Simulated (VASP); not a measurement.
# Ce2ZnBr2 (P4/mbm) in VASP: single point with PBE+U

Aim: the single point of Ce2ZnBr2 with PBE+U.

Program: VASP 6.6.1. These are calculated values, not measurements. Logs are shortened: lines on timing, memory, paths and dates and some standing lists are left out, and cuts for length are marked.

## (1) The cell of the first run

It takes space group P4/mbm (No. 127, tetragonal). Conventional cell: a = 7.660 Å, b = 7.660 Å, c = 5.072 Å, α = 90.00°, β = 90.00°, γ = 90.00°. Within 3.8 Å of Zn (site symmetry 4/m) lie 4 Br at 2.92 Å and 8 Ce at 3.78 Å. Within 4.1 Å of Ce (site symmetry m2m) lie 6 Br at 3.13 to 3.59 Å and 4 Zn at 3.78 Å and 5 Ce at 3.92 to 3.97 Å. Within 3.8 Å of Br (site symmetry m2m) lie 2 Zn at 2.92 Å and 6 Ce at 3.13 to 3.59 Å and 1 Br at 3.25 Å.

## (2) Single point, PBE+U

File INCAR:

```
SYSTEM = Ce2ZnBr2
  PREC = Accurate
  ENCUT = 500
  EDIFF = 1E-6
  ISMEAR = -1
  SIGMA = 0.1
  LREAL = .False.
  LASPH = .True.
  NELM = 200
  ALGO = Normal
  ISIF = 2
  LWAVE = .False.
  LCHARG = .False.
  LMAXMIX = 6
  LDAU = .True.
  LDAUTYPE = 2
  LDAUL = -1 -1 1
  LDAUU = 0 0 5.61
  LDAUJ = 0 0 0
  LDAUPRINT = 1
  GGA = PE
  NBANDS = 61
  GGA_COMPAT = .False.
```

File KPOINTS:

```
regular mesh
0
Gamma
  3 3 5
  0 0 0
```

File POSCAR:

```
Ce2ZnBr2
1.0
    7.6602306664      0.0000000000      0.0000000000
    0.0000000000      7.6602306664      0.0000000000
    0.0000000000      0.0000000000      5.0722323736
Zn Ce Br
2 4 4
Direct
    0.0000000000      0.0000000000      0.0000000000
    0.5000000000      0.5000000000      0.0000000000
    0.1809971921      0.6809971921      0.5000000000
    0.3190028079      0.1809971921      0.5000000000
    0.8190028079      0.3190028079      0.5000000000
    0.6809971921      0.8190028079      0.5000000000
    0.3498449753      0.8498449753      0.0000000000
    0.1501550247      0.3498449753      0.0000000000
    0.6501550247      0.1501550247      0.0000000000
    0.8498449753      0.6501550247      0.0000000000
```

Potentials or basis: VASP PAW PBE potentials, release 64 (Zn, Ce, Br).

Run with:

```
$ cat potpaw_PBE.64/Zn/POTCAR potpaw_PBE.64/Ce/POTCAR potpaw_PBE.64/Br/POTCAR > POTCAR
$ mpirun -np 1 vasp_std > vasp.out
```

OUTCAR:

```text
SYSTEM = Ce2ZnBr2
   PREC = Accurate
   ENCUT = 500
   EDIFF = 1E-6
   ISMEAR = -1
   LREAL = .False.
   LASPH = .True.
   NELM = 200
   ISIF = 2
   GGA = PE

 ion  position               nearest neighbor table
   1  0.000  0.000  0.000-   7 2.92   8 2.92   9 2.92  10 2.92
   2  0.500  0.500  0.000-   7 2.92   8 2.92   9 2.92  10 2.92
   3  0.181  0.681  0.500-
   4  0.319  0.181  0.500-
   5  0.819  0.319  0.500-
   6  0.681  0.819  0.500-
   7  0.350  0.850  0.000-   1 2.92   2 2.92
   8  0.150  0.350  0.000-   1 2.92   2 2.92
   9  0.650  0.150  0.000-   1 2.92   2 2.92
  10  0.850  0.650  0.000-   1 2.92   2 2.92

  LATTYP: Found a simple tetragonal cell.
 ALAT       =     7.6602306664
 C/A-ratio  =     0.6621513887

  Lattice vectors:

 A1 = (   7.6602306664,   0.0000000000,   0.0000000000)
 A2 = (   0.0000000000,   7.6602306664,   0.0000000000)
 A3 = (   0.0000000000,   0.0000000000,   5.0722323736)

Analysis of symmetry for initial positions (statically):
=====================================================================
 Subroutine PRICEL returns:
 Original cell was already a primitive cell.

 Routine SETGRP: Setting up the symmetry group for a
 simple tetragonal supercell.

 Subroutine GETGRP returns: Found 16 space group operations
 (whereof  8 operations were pure point group operations)
 out of a pool of 16 trial point group operations.

The static configuration has the point symmetry C_4h.
 The point group associated with its full space group is D_4h.

Analysis of symmetry for dynamics (positions and initial velocities):
=====================================================================
 Subroutine PRICEL returns:
 Original cell was already a primitive cell.

 Routine SETGRP: Setting up the symmetry group for a
 simple tetragonal supercell.

 Subroutine GETGRP returns: Found 16 space group operations
 (whereof  8 operations were pure point group operations)
 out of a pool of 16 trial point group operations.

The dynamic configuration has the point symmetry C_4h.
 The point group associated with its full space group is D_4h.

 Subroutine INISYM returns: Found 16 space group operations
 (whereof  8 operations are pure point group operations),
 and found     1 'primitive' translations

----------------------------------------------------------------------------------------

                                     Primitive cell

  volume of cell :     297.6342

  direct lattice vectors                    reciprocal lattice vectors
     7.660230666  0.000000000  0.000000000     0.130544372  0.000000000  0.000000000
     0.000000000  7.660230666  0.000000000     0.000000000  0.130544372  0.000000000
     0.000000000  0.000000000  5.072232374     0.000000000  0.000000000  0.197151851

  length of vectors
     7.660230666  7.660230666  5.072232374     0.130544372  0.130544372  0.197151851

  position of ions in fractional coordinates (direct lattice)
     0.000000000  0.000000000  0.000000000
     0.500000000  0.500000000  0.000000000
     0.180997192  0.680997192  0.500000000
     0.319002808  0.180997192  0.500000000
     0.819002808  0.319002808  0.500000000
     0.680997192  0.819002808  0.500000000
     0.349844975  0.849844975  0.000000000
     0.150155025  0.349844975  0.000000000
     0.650155025  0.150155025  0.000000000
     0.849844975  0.650155025  0.000000000

  ion indices of the primitive-cell ions
   primitive index   ion index
                 1           1
                 2           2
                 3           3
                 4           4
                 5           5
                 6           6
                 7           7
                 8           8
                 9           9
                10          10

----------------------------------------------------------------------------------------

 KPOINTS: regular mesh

Automatic generation of k-mesh.
 Grid dimensions read from file:
 generate k-points for:    3    3    5

 Generating k-lattice:

  Cartesian coordinates                     Fractional coordinates (reciprocal lattice)
     0.043514791  0.000000000  0.000000000     0.333333333  0.000000000  0.000000000
     0.000000000  0.043514791  0.000000000     0.000000000  0.333333333  0.000000000
     0.000000000  0.000000000  0.039430370     0.000000000  0.000000000  0.200000000

  Length of vectors
     0.043514791  0.043514791  0.039430370

  Shift w.r.t. Gamma in fractional coordinates (k-lattice)
     0.000000000  0.000000000  0.000000000

 Subroutine IBZKPT returns following result:
 ===========================================

 Found      9 irreducible k-points:

 Following reciprocal coordinates:
            Coordinates               Weight
  0.000000  0.000000  0.000000      1.000000
  0.333333  0.000000  0.000000      4.000000
  0.333333  0.333333  0.000000      4.000000
  0.000000  0.000000  0.200000      2.000000
  0.333333  0.000000  0.200000      8.000000
  0.333333  0.333333  0.200000      8.000000
  0.000000  0.000000  0.400000      2.000000
  0.333333  0.000000  0.400000      8.000000
  0.333333  0.333333  0.400000      8.000000
   k-points           NKPTS =      9   k-points in BZ     NKDIM =      9   number of bands    NBANDS=     61
   number of dos      NEDOS =    301   number of ions     NIONS =     10
   total plane-waves  NPLWV = 125440
   dimension x,y,z NGX =    56 NGY =   56 NGZ =   40
   dimension x,y,z NGXF=   112 NGYF=  112 NGZF=   80
   ions per type =               2   4   4
   NGX,Y,Z   is equivalent  to a cutoff of  12.15, 12.15, 13.11 a.u.
   NGXF,Y,Z  is equivalent  to a cutoff of  24.31, 24.31, 26.22 a.u.
 SYSTEM =  Ce2ZnBr2
   PREC   = accura    normal or accurate (medium, high low for compatibility)
   ISTART =      0    job   : 0-new  1-cont  2-samecut
   ICHARG =      2    charge: 1-file 2-atom 10-const
   ISPIN  =      1    spin polarized calculation?
   LNONCOLLINEAR =      F non collinear calculations
   LSORBIT =      F    spin-orbit coupling
   LASPH  =      T    aspherical Exc in radial PAW
   ENCUT  =  500.0 eV  36.75 Ry    6.06 a.u.  13.97 13.97  9.25*2*pi/ulx,y,z
   NELM   =    200;   NELMIN=  2; NELMDL= -5     # of ELM steps
   EDIFF  = 0.1E-05   stopping-criterion for ELM
   LREAL  =      F    real-space projection
   EDIFFG = 0.1E-04   stopping-criterion for IOM
   NSW    =      0    number of steps for IOM
   IBRION =     -1    ionic relax: 0-MD 1-quasi-New 2-CG
   NFREE  =      0    steps in history (QN), initial steepest desc. (CG)
   ISIF   =      2    stress and relaxation
   ISYM   =      2    0-nonsym 1-usesym 2-fastsym
   POTIM  = 0.5000    time-step for ionic-motion
   TEBEG  =    0.0;   TEEND  =   0.0 temperature during run
   PSTRESS=    0.0 pullay stress
   NELECT =     100.0000    total number of electrons
   NUPDOWN=      -1.0000    fix difference up-down
   EMIN   =  10.00;   EMAX   =-10.00  energy-range for DOS
   EFERMI =   0.00;   METHOD = LEGACY
   ISMEAR =    -1;   SIGMA  =   0.10  broadening in eV -4-tet -1-fermi 0-gaus
   EFERMI_NEDOS =   21; number of points for ismear=-14 and -15
   IALGO  =     38    algorithm
   IMIX   =      4    mixing-type and parameters
     AMIX     =   0.40;   BMIX     =  1.00
     AMIX_MAG =   1.60;   BMIX_MAG =  1.00
  volume/ion in A,a.u.               =      29.76       200.85
  Fermi-wavevector in a.u.,A,eV,Ry     =   1.138100  2.150698 17.623251  1.295272
  Thomas-Fermi vector in A             =   2.274805
   LORBIT       =      0    0 simple, 1 ext, 2 COOP (PROOUT), +10 PAW based schemes
 LDA+U is selected, type is set to LDAUTYPE =  2
   angular momentum for each species LDAUL =    -1   -1    1
   U (eV)           for each species LDAUU =   0.0  0.0  5.6
   J (eV)           for each species LDAUJ =   0.0  0.0  0.0
   GGA     = PE    functional components
   LHFCALC =     F    Hartree Fock is set to
   AEXX    =    0.0000 exact exchange contribution
   IVDW    =     0    specifies the selected vdW correction
   LEPSILON=     F    determine dielectric tensor
   LRPA    =     F    only Hartree local field effects (RPA)
 non-spin polarized calculation
  energy-cutoff  :      500.00
  volume of cell :      297.63
 maximum number of plane-waves:      7573
 NGX is ok and might be reduce to    56
   NGX = 27   NGY = 27   NGZ = 19

 number of electron     100.0000000 magnetization

 number of electron      99.9999966 magnetization

 Free energy of the ion-electron system (eV)
  ---------------------------------------------------
  ext. energy  EPLUGINS =         0.00000000
  ---------------------------------------------------
  free energy    TOTEN  =       -20.75456322 eV

  energy without entropy =      -19.62347963  energy(sigma->0) =      -20.18902142

 E-fermi :   5.4376     XC(G=0):  -9.4742

 val. band max:        5.4228154644   @ k =   0.3333   0.0000   0.0000
 cond. band min:       5.4617712426   @ k =   0.3333   0.3333   0.2000
 fundamental gap:      0.0389557783
 Fermi energy:         5.4375775352

 k-point     1 :       0.0000    0.0000    0.0000
  band No.  band energies     occupation
      1     -29.8467      2.00000
      2     -29.8075      2.00000
      3     -29.8075      2.00000
      4     -29.7975      2.00000
      5     -13.1381      2.00000
      6     -12.8664      2.00000
[... 53 lines left out ...]
     60       5.7040      0.13021
     61       5.7110      0.12192

 k-point     2 :       0.3333    0.0000    0.0000
  band No.  band energies     occupation
      1     -29.8382      2.00000
      2     -29.8193      2.00000
      3     -29.8038      2.00000
      4     -29.7978      2.00000
      5     -13.0778      2.00000
      6     -12.9492      2.00000
[... 437 lines left out ...]
     60       5.6941      0.14281
     61       5.7158      0.11659

 k-point     9 :       0.3333    0.3333    0.4000
  band No.  band energies     occupation
      1     -29.8298      2.00000
      2     -29.8179      2.00000
      3     -29.8064      2.00000
      4     -29.8004      2.00000
      5     -13.1358      2.00000
      6     -13.0397      2.00000
[... 53 lines left out ...]
     60       5.7047      0.12939
     61       5.7173      0.11492

------------------------ aborting loop because EDIFF is reached ----------------------------------------

  FORCE on cell =-STRESS in cart. coord.  units (eV):
  Direction    XX          YY          ZZ          XY          YZ          ZX
  --------------------------------------------------------------------------------------
  -------------------------------------------------------------------------------------
  Total       -4.3516385     -4.3516385     -9.5711979      0.0000000      0.0000000      0.0000000
  in kB      -23.4250518    -23.4250518    -51.5221578      0.0000000      0.0000000      0.0000000
  external PRESSURE =     -32.7907538 kB  Pullay stress =       0.0000000 kB

 VOLUME and BASIS-vectors are now :
 -----------------------------------------------------------------------------
  energy-cutoff  :      500.00
  volume of cell :      297.63
      direct lattice vectors                 reciprocal lattice vectors
     7.660230666  0.000000000  0.000000000     0.130544372  0.000000000  0.000000000
     0.000000000  7.660230666  0.000000000     0.000000000  0.130544372  0.000000000
     0.000000000  0.000000000  5.072232374     0.000000000  0.000000000  0.197151851

 POSITION                                       TOTAL-FORCE (eV/Angst)
 -----------------------------------------------------------------------------------
      0.00000      0.00000      0.00000        -0.000000      0.000000      0.000000
      3.83012      3.83012      0.00000        -0.000000      0.000000      0.000000
      1.38648      5.21660      2.53612         0.073827      0.073827     -0.000000
      2.44364      1.38648      2.53612        -0.073827      0.073827     -0.000000
      6.27375      2.44364      2.53612        -0.073827     -0.073827      0.000000
      5.21660      6.27375      2.53612         0.073827     -0.073827      0.000000
      2.67989      6.51001      0.00000        -0.036184     -0.036184      0.000000
      1.15022      2.67989      0.00000         0.036184     -0.036184     -0.000000
      4.98034      1.15022      0.00000         0.036184      0.036184      0.000000
      6.51001      4.98034      0.00000        -0.036184      0.036184      0.000000
 -----------------------------------------------------------------------------------
    total drift:                               -0.000000      0.000000      0.000000

  FREE ENERGIE OF THE ION-ELECTRON SYSTEM (eV)
  ---------------------------------------------------
  free  energy   TOTEN  =       -20.7545632199 eV

  energy  without entropy=      -19.6234796282  energy(sigma->0) =      -20.18902142
```

Wall time 15 min (1 thread of Intel Xeon 6975P-C (Granite Rapids), shared host); peak memory 0.44 GiB.

Results:

| Item | Value |
| --- | --- |
| Free energy | -20.7546 eV |
| Pressure | -3.3 GPa |
| Largest force | 0.104 eV/Å |
| Band gap on the k mesh | zero (bands 50 and 51 overlap by 0.08 eV) |

Forces on the atoms (eV/Å):
```
Zn   0.000  0.000  0.000
Zn   0.000  0.000  0.000
Ce   0.074  0.074  0.000
Ce  -0.074  0.074  0.000
Ce  -0.074 -0.074  0.000
Ce   0.074 -0.074  0.000
Br  -0.036 -0.036  0.000
Br   0.036 -0.036  0.000
Br   0.036  0.036  0.000
Br  -0.036  0.036  0.000
```

Stress tensor (GPa, compression positive):
```
-2.34  0.00  0.00
 0.00 -2.34  0.00
 0.00  0.00 -5.15
```

Levels at points of the mesh, in eV from the Fermi level:
| k point | band 46 | band 47 | band 48 | band 49 | band 50 | band 51 | band 52 | band 53 |
| --- | --- | --- | --- | --- | --- | --- | --- | --- |
| (0.00, 0.00, 0.00) | -0.67 | -0.32 | -0.32 | 0.03 | 0.07 | 0.13 | 0.13 | 0.15 |

Caveat: the cell stands under tension; spin-orbit coupling is left out, which moves the levels of the heavy elements; the run has no spin polarisation, though such a crystal can be magnetic; U without spin polarisation on a metal has little footing.
